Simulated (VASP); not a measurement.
# Nb (Fm-3m) in VASP: a series of runs

The runs below take Nb through single point, with BLYP.

Everything below comes from runs of VASP 6.6.1. Logs are shortened: lines on timing, memory, paths and dates and some standing lists are left out, and cuts for length are marked.

## (1) The cell of the first run

The structure is cubic, space group Fm-3m (No. 225). The conventional cell has a = 4.329 Å, b = 4.329 Å, c = 4.329 Å, α = 90.00°, β = 90.00°, γ = 90.00°. Within 4.0 Å of Nb (site symmetry m-3m) lie 12 Nb at 3.06 Å.

## (2) Single point, BLYP (volume scaled by 1.04)

INCAR

```
PREC = Accurate
ENCUT = 520
EDIFF = 1E-6
ISMEAR = -1
SIGMA = 0.1
LREAL = F
LASPH = T
NELM = 100
ALGO = Normal
ISIF = 2
LWAVE = F
LCHARG = T
GGA = B5
ALDAX = 1.0
AGGAX = 1.0
AGGAC = 1.0
ALDAC = 0.0
LELF = T
LVHAR = T
NBANDS = 12
```

KPOINTS

```
regular mesh
0
Gamma
  14 14 14
```

POSCAR

```
Nb
1.0
    0.0000000000      2.1645253238      2.1645253238
    2.1645253238      0.0000000000      2.1645253238
    2.1645253238      2.1645253238      0.0000000000
Nb
1
Direct
    0.0000000000      0.0000000000      0.0000000000
```

Potentials or basis: VASP PAW PBE potentials, release 64 (Nb_sv).

Started as:

```bash
cat potpaw_PBE.64/Nb_sv/POTCAR > POTCAR
mpirun -np 1 vasp_std > vasp.out
```

OUTCAR:

```text
PREC = Accurate
   ENCUT = 520
   EDIFF = 1E-6
   ISMEAR = -1
   LREAL = F
   LASPH = T
   NELM = 100
   ISIF = 2
   GGA = B5

 ion  position               nearest neighbor table
   1  0.000  0.000  0.000-

  LATTYP: Found a face centered cubic cell.
 ALAT       =     4.3290506476

  Lattice vectors:

 A1 = (   0.0000000000,   2.1645253238,   2.1645253238)
 A2 = (   2.1645253238,   0.0000000000,   2.1645253238)
 A3 = (   2.1645253238,   2.1645253238,   0.0000000000)

Analysis of symmetry for initial positions (statically):
=====================================================================
 Subroutine PRICEL returns:
 Original cell was already a primitive cell.

 Routine SETGRP: Setting up the symmetry group for a
 face centered cubic supercell.

 Subroutine GETGRP returns: Found 48 space group operations
 (whereof 48 operations were pure point group operations)
 out of a pool of 48 trial point group operations.

The static configuration has the point symmetry O_h .

Analysis of symmetry for dynamics (positions and initial velocities):
=====================================================================
 Subroutine PRICEL returns:
 Original cell was already a primitive cell.

 Routine SETGRP: Setting up the symmetry group for a
 face centered cubic supercell.

 Subroutine GETGRP returns: Found 48 space group operations
 (whereof 48 operations were pure point group operations)
 out of a pool of 48 trial point group operations.

The dynamic configuration has the point symmetry O_h .

 Subroutine INISYM returns: Found 48 space group operations
 (whereof 48 operations are pure point group operations),
 and found     1 'primitive' translations

----------------------------------------------------------------------------------------

                                     Primitive cell

  volume of cell :      20.2823

  direct lattice vectors                    reciprocal lattice vectors
     0.000000000  2.164525324  2.164525324    -0.230997528  0.230997528  0.230997528
     2.164525324  0.000000000  2.164525324     0.230997528 -0.230997528  0.230997528
     2.164525324  2.164525324  0.000000000     0.230997528  0.230997528 -0.230997528

  length of vectors
     3.061101069  3.061101069  3.061101069     0.400099456  0.400099456  0.400099456

  position of ions in fractional coordinates (direct lattice)
     0.000000000  0.000000000  0.000000000

  ion indices of the primitive-cell ions
[... 74 lines left out ...]
   EDIFF  = 0.1E-05   stopping-criterion for ELM
   LREAL  =      F    real-space projection
   EDIFFG = 0.1E-04   stopping-criterion for IOM
   NSW    =      0    number of steps for IOM
   IBRION =     -1    ionic relax: 0-MD 1-quasi-New 2-CG
   NFREE  =      0    steps in history (QN), initial steepest desc. (CG)
   ISIF   =      2    stress and relaxation
   ISYM   =      2    0-nonsym 1-usesym 2-fastsym
   POTIM  = 0.5000    time-step for ionic-motion
   TEBEG  =    0.0;   TEEND  =   0.0 temperature during run
   PSTRESS=    0.0 pullay stress
   NELECT =      13.0000    total number of electrons
   NUPDOWN=      -1.0000    fix difference up-down
   EMIN   =  10.00;   EMAX   =-10.00  energy-range for DOS
   EFERMI =   0.00;   METHOD = LEGACY
   ISMEAR =    -1;   SIGMA  =   0.10  broadening in eV -4-tet -1-fermi 0-gaus
   EFERMI_NEDOS =   21; number of points for ismear=-14 and -15
   IALGO  =     38    algorithm
   IMIX   =      4    mixing-type and parameters
     AMIX     =   0.40;   BMIX     =  1.00
     AMIX_MAG =   1.60;   BMIX_MAG =  1.00
  volume/ion in A,a.u.               =      20.28       136.87
  Fermi-wavevector in a.u.,A,eV,Ry     =   1.411508  2.667363 27.107625  1.992354
  Thomas-Fermi vector in A             =   2.533352
   LORBIT       =      0    0 simple, 1 ext, 2 COOP (PROOUT), +10 PAW based schemes
   GGA     = B5    functional components
   LHFCALC =     F    Hartree Fock is set to
   AEXX    =    0.0000 exact exchange contribution
   IVDW    =     0    specifies the selected vdW correction
   LEPSILON=     F    determine dielectric tensor
   LRPA    =     F    only Hartree local field effects (RPA)
 non-spin polarized calculation
  energy-cutoff  :      520.00
  volume of cell :       20.28
 maximum number of plane-waves:       568
   NGX = 11   NGY = 11   NGZ = 11

 number of electron      12.9999999 magnetization

 Free energy of the ion-electron system (eV)
  ---------------------------------------------------
  ext. energy  EPLUGINS =         0.00000000
  ---------------------------------------------------
  free energy    TOTEN  =        -8.56020413 eV

  energy without entropy =       -8.50445431  energy(sigma->0) =       -8.53232922

 E-fermi :  10.4614     XC(G=0): -11.3001

 val. band max:       10.4527656832   @ k =   0.3571   0.2143   0.0000
 cond. band min:      10.4738992719   @ k =  -0.1429   0.2143   0.0714
 fundamental gap:      0.0211335887
 Fermi energy:        10.4613500953

 k-point     1 :       0.0000    0.0000    0.0000
  band No.  band energies     occupation
      1     -44.3010      2.00000
      2     -19.9325      2.00000
      3     -19.9325      2.00000
      4     -19.9325      2.00000
      5       4.6101      2.00000
      6      10.5312      0.66420
      7      10.5312      0.66420
      8      10.5312      0.66420
      9      12.8325      0.00000
     10      12.8325      0.00000
     11      22.2852      0.00000
     12      26.7743      0.00000
[... 331 lines left out ...]
 k-point    24 :       0.2857    0.1429    0.0000
  band No.  band energies     occupation
      1     -44.2173      2.00000
      2     -20.4003      2.00000
      3     -20.0584      2.00000
      4     -20.0490      2.00000
      5       6.6814      2.00000
      6       9.2287      1.99999
      7      10.7353      0.12139
      8      11.4175      0.00014
      9      12.4895      0.00000
     10      13.5890      0.00000
     11      23.7274      0.00000
     12      25.6247      0.00000

 [... further k-points ...]
[... 5 lines left out ...]
  --------------------------------------------------------------------------------------
  -------------------------------------------------------------------------------------
  Total       -0.7221205     -0.7221205     -0.7221205     -0.0000000      0.0000000      0.0000000
  in kB      -57.0429889    -57.0429889    -57.0429889     -0.0000000      0.0000000      0.0000000
  external PRESSURE =     -57.0429889 kB  Pullay stress =       0.0000000 kB

 VOLUME and BASIS-vectors are now :
 -----------------------------------------------------------------------------
  energy-cutoff  :      520.00
  volume of cell :       20.28
      direct lattice vectors                 reciprocal lattice vectors
     0.000000000  2.164525324  2.164525324    -0.230997528  0.230997528  0.230997528
     2.164525324  0.000000000  2.164525324     0.230997528 -0.230997528  0.230997528
     2.164525324  2.164525324  0.000000000     0.230997528  0.230997528 -0.230997528

 POSITION                                       TOTAL-FORCE (eV/Angst)
 -----------------------------------------------------------------------------------
      0.00000      0.00000      0.00000         0.000000      0.000000      0.000000
 -----------------------------------------------------------------------------------
    total drift:                               -0.000000      0.000000      0.000000

  FREE ENERGIE OF THE ION-ELECTRON SYSTEM (eV)
  ---------------------------------------------------
  free  energy   TOTEN  =        -8.5602041296 eV

  energy  without entropy=       -8.5044543105  energy(sigma->0) =       -8.53232922
```

OSZICAR:

```text
N       E                     dE             d eps       ncg     rms          rms(c)
DAV:   1     0.118197385716E+03    0.11820E+03   -0.71994E+03  2504   0.107E+03
DAV:   2    -0.409202398382E+01   -0.12229E+03   -0.11814E+03  2676   0.382E+02
DAV:   3    -0.867494052775E+01   -0.45829E+01   -0.43620E+01  3484   0.653E+01
DAV:   4    -0.899631904616E+01   -0.32138E+00   -0.31954E+00  3668   0.161E+01
DAV:   5    -0.901010776042E+01   -0.13789E-01   -0.13783E-01  3640   0.259E+00    0.603E+00
DAV:   6    -0.859901776891E+01    0.41109E+00   -0.66998E-01  3964   0.968E+00    0.206E+00
DAV:   7    -0.855646067847E+01    0.42557E-01   -0.16876E-01  4092   0.475E+00    0.882E-01
DAV:   8    -0.856015481794E+01   -0.36941E-02   -0.98791E-03  2996   0.128E+00    0.500E-02
DAV:   9    -0.856019497605E+01   -0.40158E-04   -0.67181E-04  4200   0.281E-01    0.306E-02
DAV:  10    -0.856020805217E+01   -0.13076E-04   -0.18258E-05  2948   0.504E-02    0.963E-03
DAV:  11    -0.856020413093E+01    0.39212E-05   -0.40995E-06  3184   0.276E-02    0.284E-03
DAV:  12    -0.856020412957E+01    0.13620E-08   -0.17567E-07  1860   0.518E-03
   1 F= -.85602041E+01 E0= -.85323292E+01  d E =-.557498E-01
```

Run time: 59 s. Hardware: 1 thread of AMD EPYC, shared host; peak memory 0.12 GiB.

Results:

```
Free energy : -8.5602 eV
Pressure    : -5.7 GPa
```

Caveat: the PAW data sets were made with another functional, which shifts forces and pressure a little.

(Continued in part 2 of 3.)
